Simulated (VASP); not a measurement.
# ZnS (Pm) in VASP: further runs, part 2 of 2

VASP 6.6.1. The steps go on from the part before.

## (4) Single point, r2SCAN (atoms displaced along a vibrational mode)

Input file POSCAR:

```
ZnS
1.0
   -3.8067217533      0.0000000000      0.0000000000
    0.0000000000      0.0000000000     -6.2457351331
    0.0000000000     -6.5934354870      0.0000000000
Zn S
4 4
Direct
    0.5000000000      0.9983750704      0.1655245653
    0.0000000000      0.9925065047      0.6678073554
    0.0000000000      0.4908487882      0.3321912319
    0.5000000000      0.4967173539      0.8344740220
    0.5000000000      0.6062636518      0.1543287572
    0.0000000000      0.6203880707      0.6790074571
    0.0000000000      0.1345124896      0.3209954238
    0.5000000000      0.1203880707      0.8456741237
```

Input file INCAR.step1:

```
SYSTEM = ZnS
ALGO = Normal
EDIFF = 1E-4
ENCUT = 520
GGA = PE
ISMEAR = 0
LASPH = .TRUE.
LCHARG = .FALSE.
LREAL = .FALSE.
LWAVE = .TRUE.
NBANDS = 46
NELM = 100
PREC = Accurate
SIGMA = 0.05
```

Input file INCAR.step2:

```
SYSTEM = ZnS
ALGO = Normal
EDIFF = 1E-6
ENCUT = 520
ISIF = 2
ISMEAR = 0
ISTART = 1
LASPH = .TRUE.
LCHARG = .FALSE.
LMIXTAU = .TRUE.
LREAL = .FALSE.
LWAVE = .FALSE.
METAGGA = R2SCAN
NBANDS = 46
NELM = 100
PREC = Accurate
SIGMA = 0.05
```

Input file KPOINTS:

```
k-points
0
G
  6 4 4
  0 0 0
```

Potentials or basis: VASP PAW PBE potentials, release 64 (Zn, S).

Started as:

```
cat potpaw_PBE.64/Zn/POTCAR potpaw_PBE.64/S/POTCAR > POTCAR
cp INCAR.step1 INCAR
mpirun -np 1 vasp_std > vasp.out
cp INCAR.step2 INCAR
mpirun -np 1 vasp_std > vasp.out
```

OUTCAR:

```text
SYSTEM = ZnS
   EDIFF = 1E-6
   ENCUT = 520
   ISIF = 2
   ISMEAR = 0
   ISTART = 1
   LASPH = .TRUE.
   LREAL = .FALSE.
   METAGGA = R2SCAN
   NELM = 100
   PREC = Accurate

 ion  position               nearest neighbor table
   1  0.500  0.998  0.166-   8 2.24   7 2.32   7 2.32   5 2.45
   2  0.000  0.993  0.668-   6 2.33   8 2.37   8 2.37   7 2.45
   3  0.000  0.491  0.332-   7 2.23   5 2.35   5 2.35   6 2.43
   4  0.500  0.497  0.834-   5 2.22   6 2.30   6 2.30   8 2.35
   5  0.500  0.606  0.154-   4 2.22   3 2.35   3 2.35   1 2.45
   6  0.000  0.620  0.679-   4 2.30   4 2.30   2 2.33   3 2.43
   7  0.000  0.135  0.321-   3 2.23   1 2.32   1 2.32   2 2.45
   8  0.500  0.120  0.846-   1 2.24   4 2.35   2 2.37   2 2.37

  LATTYP: Found a simple orthorhombic cell.
 ALAT       =     3.8067217533
 B/A-ratio  =     1.6407122816
 C/A-ratio  =     1.7320508076

  Lattice vectors:

 A1 = (  -3.8067217533,   0.0000000000,   0.0000000000)
 A2 = (   0.0000000000,   0.0000000000,  -6.2457351331)
 A3 = (   0.0000000000,  -6.5934354870,   0.0000000000)

Analysis of symmetry for initial positions (statically):
=====================================================================
 Subroutine PRICEL returns:
 Original cell was already a primitive cell.

 Routine SETGRP: Setting up the symmetry group for a
 simple orthorhombic supercell.

 Subroutine GETGRP returns: Found  2 space group operations
 (whereof  2 operations were pure point group operations)
 out of a pool of  8 trial point group operations.

The static configuration has the point symmetry C_1h.

Analysis of symmetry for dynamics (positions and initial velocities):
=====================================================================
 Subroutine PRICEL returns:
 Original cell was already a primitive cell.

 Routine SETGRP: Setting up the symmetry group for a
 simple orthorhombic supercell.

 Subroutine GETGRP returns: Found  2 space group operations
 (whereof  2 operations were pure point group operations)
 out of a pool of  8 trial point group operations.

The dynamic configuration has the point symmetry C_1h.

 Subroutine INISYM returns: Found  2 space group operations
 (whereof  2 operations are pure point group operations),
 and found     1 'primitive' translations

----------------------------------------------------------------------------------------

                                     Primitive cell

  volume of cell :     156.7640

  direct lattice vectors                    reciprocal lattice vectors
    -3.806721753  0.000000000  0.000000000    -0.262693221  0.000000000  0.000000000
     0.000000000  0.000000000 -6.245735133     0.000000000  0.000000000 -0.160109255
     0.000000000 -6.593435487  0.000000000     0.000000000 -0.151666002  0.000000000

  length of vectors
     3.806721753  6.245735133  6.593435487     0.262693221  0.160109255  0.151666002

  position of ions in fractional coordinates (direct lattice)
     0.500000000  0.998375070  0.165524565
     0.000000000  0.992506505  0.667807355
     0.000000000  0.490848788  0.332191232
     0.500000000  0.496717354  0.834474022
     0.500000000  0.606263652  0.154328757
     0.000000000  0.620388071  0.679007457
[... 44 lines left out ...]
  0.333333  0.000000  0.000000      2.000000
  0.500000  0.000000  0.000000      1.000000
  0.000000  0.250000  0.000000      2.000000
  0.166667  0.250000  0.000000      4.000000
[... 16 lines left out ...]
  0.500000  0.250000  0.250000      2.000000
  0.500000  0.250000 -0.250000      2.000000
 [... further k-points ...]
   k-points           NKPTS =     40   k-points in BZ     NKDIM =     40   number of bands    NBANDS=     46
   number of dos      NEDOS =    301   number of ions     NIONS =      8
   total plane-waves  NPLWV =  67200
   dimension x,y,z NGX =    28 NGY =   48 NGZ =   50
   dimension x,y,z NGXF=    56 NGYF=   96 NGZF=  100
   ions per type =               4   4
   NGX,Y,Z   is equivalent  to a cutoff of  12.23, 12.78, 12.61 a.u.
   NGXF,Y,Z  is equivalent  to a cutoff of  24.46, 25.55, 25.21 a.u.
 SYSTEM =  ZnS
   PREC   = accura    normal or accurate (medium, high low for compatibility)
   ISTART =      1    job   : 0-new  1-cont  2-samecut
   ICHARG =      0    charge: 1-file 2-atom 10-const
   ISPIN  =      1    spin polarized calculation?
   LNONCOLLINEAR =      F non collinear calculations
   LSORBIT =      F    spin-orbit coupling
   LASPH  =      T    aspherical Exc in radial PAW
   ENCUT  =  520.0 eV  38.22 Ry    6.18 a.u.   7.08 11.61 12.26*2*pi/ulx,y,z
   NELM   =    100;   NELMIN=  2; NELMDL=  0     # of ELM steps
   EDIFF  = 0.1E-05   stopping-criterion for ELM
   LREAL  =      F    real-space projection
   EDIFFG = 0.1E-04   stopping-criterion for IOM
   NSW    =      0    number of steps for IOM
   IBRION =     -1    ionic relax: 0-MD 1-quasi-New 2-CG
   NFREE  =      0    steps in history (QN), initial steepest desc. (CG)
   ISIF   =      2    stress and relaxation
   ISYM   =      2    0-nonsym 1-usesym 2-fastsym
   POTIM  = 0.5000    time-step for ionic-motion
   TEBEG  =    0.0;   TEEND  =   0.0 temperature during run
   PSTRESS=    0.0 pullay stress
   NELECT =      72.0000    total number of electrons
   NUPDOWN=      -1.0000    fix difference up-down
   EMIN   =  10.00;   EMAX   =-10.00  energy-range for DOS
   EFERMI =   0.00;   METHOD = LEGACY
   ISMEAR =     0;   SIGMA  =   0.05  broadening in eV -4-tet -1-fermi 0-gaus
   EFERMI_NEDOS =   21; number of points for ismear=-14 and -15
   IALGO  =     38    algorithm
   IMIX   =      4    mixing-type and parameters
     AMIX     =   0.40;   BMIX     =  1.00
     AMIX_MAG =   1.60;   BMIX_MAG =  1.00
  volume/ion in A,a.u.               =      19.60       132.24
  Fermi-wavevector in a.u.,A,eV,Ry     =   1.263097  2.386908 21.706940  1.595415
  Thomas-Fermi vector in A             =   2.396472
   LORBIT       =      0    0 simple, 1 ext, 2 COOP (PROOUT), +10 PAW based schemes
   METAGGA = R2SCAN    functional components
   LHFCALC =     F    Hartree Fock is set to
   AEXX    =    0.0000 exact exchange contribution
   IVDW    =     0    specifies the selected vdW correction
   LEPSILON=     F    determine dielectric tensor
   LRPA    =     F    only Hartree local field effects (RPA)
 non-spin polarized calculation
 Gauss-broadening in eV      SIGMA  =   0.05
  energy-cutoff  :      520.00
  volume of cell :      156.76
 maximum number of plane-waves:      4248
   NGX = 15   NGY = 23   NGZ = 25

 number of electron      71.9999985 magnetization

 Free energy of the ion-electron system (eV)
  ---------------------------------------------------
  ext. energy  EPLUGINS =         0.00000000
  ---------------------------------------------------
  free energy    TOTEN  =       -75.13184394 eV

  energy without entropy =      -75.13184394  energy(sigma->0) =      -75.13184394

 E-fermi :   2.1633     XC(G=0): -10.3078

 val. band max:        1.9355565636   @ k =   0.0000   0.0000   0.0000
 cond. band min:       4.6649764753   @ k =   0.0000   0.0000   0.0000
 fundamental gap:      2.7294199117
 Fermi energy:         2.1632802135

 k-point     1 :       0.0000    0.0000    0.0000
  band No.  band energies     occupation
      1     -11.8659      2.00000
      2     -10.9792      2.00000
      3     -10.8115      2.00000
      4     -10.5586      2.00000
      5      -4.6750      2.00000
      6      -4.6597      2.00000
[... 1165 lines left out ...]
     45       9.1942      0.00000
     46       9.3443      0.00000

 [... further k-points ...]

------------------------ aborting loop because EDIFF is reached ----------------------------------------

  FORCE on cell =-STRESS in cart. coord.  units (eV):
  Direction    XX          YY          ZZ          XY          YZ          ZX
  --------------------------------------------------------------------------------------
  -------------------------------------------------------------------------------------
  Total        0.3419715      1.0833912      0.8145318      0.0000000      0.0181186      0.0000000
  in kB        3.4950548     11.0725951      8.3247683      0.0000000      0.1851772      0.0000000
  external PRESSURE =       7.6308061 kB  Pullay stress =       0.0000000 kB

 VOLUME and BASIS-vectors are now :
 -----------------------------------------------------------------------------
  energy-cutoff  :      520.00
  volume of cell :      156.76
      direct lattice vectors                 reciprocal lattice vectors
    -3.806721753  0.000000000  0.000000000    -0.262693221  0.000000000  0.000000000
     0.000000000  0.000000000 -6.245735133     0.000000000  0.000000000 -0.160109255
     0.000000000 -6.593435487  0.000000000     0.000000000 -0.151666002  0.000000000

 POSITION                                       TOTAL-FORCE (eV/Angst)
 -----------------------------------------------------------------------------------
     -1.90336     -1.09138     -6.23559         0.000000     -0.309395      0.560701
      0.00000     -4.40314     -6.19893         0.000000      0.081232     -0.311790
      0.00000     -2.19028     -3.06571         0.000000     -0.139152     -0.797383
     -1.90336     -5.50205     -3.10237         0.000000      0.382655      0.424172
     -1.90336     -1.01756     -3.78656         0.000000     -1.329325     -1.127370
      0.00000     -4.47699     -3.87478         0.000000      1.015254     -0.030830
      0.00000     -2.11646     -0.84013         0.000000     -0.933504      1.320355
     -1.90336     -5.57590     -0.75191         0.000000      1.232235     -0.037855
 -----------------------------------------------------------------------------------
    total drift:                               -0.000000      0.005719      0.009608

  FREE ENERGIE OF THE ION-ELECTRON SYSTEM (eV)
  ---------------------------------------------------
  free  energy   TOTEN  =       -75.1318439366 eV

  energy  without entropy=      -75.1318439366  energy(sigma->0) =      -75.13184394
```

It took 23 min on 1 thread of Oxide Virtual Turin-like, shared host; peak memory 0.37 GiB.

Results:

| Item | Value |
| --- | --- |
| Free energy | -75.1318 eV |
| Pressure | 0.8 GPa |
| Largest force | 1.743 eV/Å |
| Band gap on the k mesh | 2.73 eV |

Forces on the atoms (eV/Å):
```
Zn   0.000 -0.309  0.561
Zn   0.000  0.081 -0.312
Zn   0.000 -0.139 -0.797
Zn   0.000  0.383  0.424
S    0.000 -1.329 -1.127
S    0.000  1.015 -0.031
S    0.000 -0.934  1.320
S    0.000  1.232 -0.038
```

Caveat: the cell differs from its parent crystal (atoms displaced along a vibrational mode); the PAW data sets were made with another functional, which shifts forces and pressure a little.

## (5) Single point, r2SCAN (atoms displaced along a vibrational mode)

Input file POSCAR:

```
ZnS
1.0
   -3.8067217533      0.0000000000      0.0000000000
    0.0000000000      0.0000000000     -6.2457351331
    0.0000000000     -6.5934354870      0.0000000000
Zn S
4 4
Direct
    0.5000000000      0.9917895735      0.1675232428
    0.0000000000      0.9961909978      0.6658111502
    0.0000000000      0.4974342851      0.3341899094
    0.5000000000      0.4930328608      0.8324778168
    0.5000000000      0.6309813849      0.1759200988
    0.0000000000      0.6203880707      0.6574110739
    0.0000000000      0.1097947565      0.3425867654
    0.5000000000      0.1203880707      0.8240777405
```

Input file INCAR.step1:

```
SYSTEM = ZnS
PREC = Accurate
ENCUT = 520
ISMEAR = 0
SIGMA = 0.05
LREAL = .FALSE.
LASPH = .TRUE.
NELM = 100
NBANDS = 46
GGA = PE
ALGO = Normal
EDIFF = 1E-4
LWAVE = .TRUE.
LCHARG = .FALSE.
```

Input file INCAR.step2:

```
SYSTEM = ZnS
PREC = Accurate
ENCUT = 520
EDIFF = 1E-6
ISMEAR = 0
SIGMA = 0.05
LREAL = .FALSE.
LASPH = .TRUE.
NELM = 100
ALGO = Normal
ISIF = 2
LWAVE = .FALSE.
LCHARG = .FALSE.
METAGGA = R2SCAN
LMIXTAU = .TRUE.
NBANDS = 46
ISTART = 1
```

Input file KPOINTS:

```
regular mesh
0
G
  6 4 4
  0 0 0
```

Started as:

```
cat potpaw_PBE.64/Zn/POTCAR potpaw_PBE.64/S/POTCAR > POTCAR
cp INCAR.step1 INCAR
mpirun -np 1 vasp_std > vasp.out
cp INCAR.step2 INCAR
mpirun -np 1 vasp_std > vasp.out
```

Run time: 23 min. Hardware: 1 thread of Oxide Virtual Turin-like, shared host; peak memory 0.36 GiB.

It converged, with:

- Free energy: -75.2696 eV
- Pressure: 0.4 GPa
- Largest force: 1.283 eV/Å
- Band gap on the k mesh: 2.75 eV

Forces in eV/Å, atoms in the order of the input:
```
Zn   0.000  0.122 -0.562
Zn   0.000 -0.238  0.309
Zn   0.000  0.199  0.431
Zn   0.000 -0.091 -0.242
S    0.000  0.731  0.963
S    0.000 -0.900 -0.023
S    0.000  0.954 -0.859
S    0.000 -0.777 -0.018
```

Stress tensor (GPa, compression positive):
```
 0.25  0.00  0.00
 0.00  0.62 -0.01
 0.00 -0.01  0.48
```

Levels at points of the mesh, in eV from the valence-band top:
```
           k point  band 33  band 34  band 35  band 36  band 37  band 38  band 39  band 40
(0.00, 0.00, 0.00)    -0.85    -0.08     0.00     0.00     2.75     3.60     4.03     4.76
(0.50, 0.00, 0.00)    -1.72    -1.71    -1.66    -1.46     4.94     4.96     5.64     5.81
(0.00, 0.50, 0.00)    -0.53    -0.52    -0.44    -0.44     3.80     3.90     4.13     4.20
(0.50, 0.50, 0.00)    -1.56    -1.51    -1.46    -1.45     4.71     4.84     4.96     5.11
(0.00, 0.00, 0.50)    -0.76    -0.55    -0.55    -0.38     4.35     4.44     4.54     4.59
(0.50, 0.00, 0.50)    -1.82    -1.60    -0.94    -0.87     3.95     4.08     4.51     4.90
(0.00, 0.50, 0.50)    -1.30    -1.22    -1.03    -0.96     4.53     4.60     4.83     4.89
(0.50, 0.50, 0.50)    -1.64    -1.59    -1.56    -1.55     3.82     3.90     3.97     4.03
```

Caveat: the cell differs from its parent crystal (atoms displaced along a vibrational mode); the PAW data sets were made with another functional, which shifts forces and pressure a little.

## (6) Overview

| cell | gap on the mesh (eV) | pressure (GPa) | largest force (eV/Å) |
| --- | --- | --- | --- |
| as given, atomic positions A | 2.78 | 0.1 | 0.63 |
| as given, atomic positions B | 2.78 | 0.1 | 0.21 |
| as given, atomic positions C | 2.73 | 0.8 | 1.74 |
| as given, atomic positions D | 2.75 | 0.4 | 1.28 |

Alike in all rows: task single point; level r2SCAN; potentials or basis VASP PAW PBE potentials, release 64 (Zn, S); no spin polarisation; k mesh 6 × 4 × 4; cutoff (eV) 520; smearing gaussian 0.05 eV.

Caveats: the PAW data sets were made with another functional, which shifts forces and pressure a little.

Total energies depend on the potentials used, so only differences within one code and one set of settings carry meaning.
